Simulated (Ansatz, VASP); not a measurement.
**WC: VASP beside Ansatz**

```
CELL_PARAMETERS angstrom
2.81146 0.00000 0.00000
-1.40573 2.51010 0.00000
0.00000 0.00000 2.82761
ATOMIC_POSITIONS crystal
W 0.00000 0.00000 0.00000
C 0.66667 0.33333 0.50000
```

Change from the starting cell: strain -0.0300 x Voigt [1, 0, 0, 0, 0, 0], atoms carried along.

Alike in both runs: task single point; functional PBEsol; k mesh 24 × 24 × 22; occupations gaussian, width 0.15 eV; no spin polarisation.

|  | VASP | Ansatz |
| --- | --- | --- |
| version | VASP 6.6.1 | Ansatz 0.2.0 |
| potentials or method | VASP PAW PBE potentials, release 64 (W_sv, C), cutoff 520 eV | scalar-relativistic, plane waves, PAW |
| valence electrons in the cell | 18 | 18 |

```csv
,VASP,Ansatz,Ansatz less VASP
gap on the k mesh at the Fermi level (eV),none,none,-
pressure (GPa),14.5,12.9,-1.55
"traceless stress, the component that is largest in VASP (GPa)",12.34,12.40,+0.054
rms of the force components (eV/Å),0.114,0.112,-0.0026
```

VASP's potentials were made for PBE, not for PBEsol. Atom by atom the forces differ by 0.003 eV/Å (rms over components). A gap of «none» marks a metal or a gap that the smearing closes.

Neither program's run includes spin-orbit coupling.
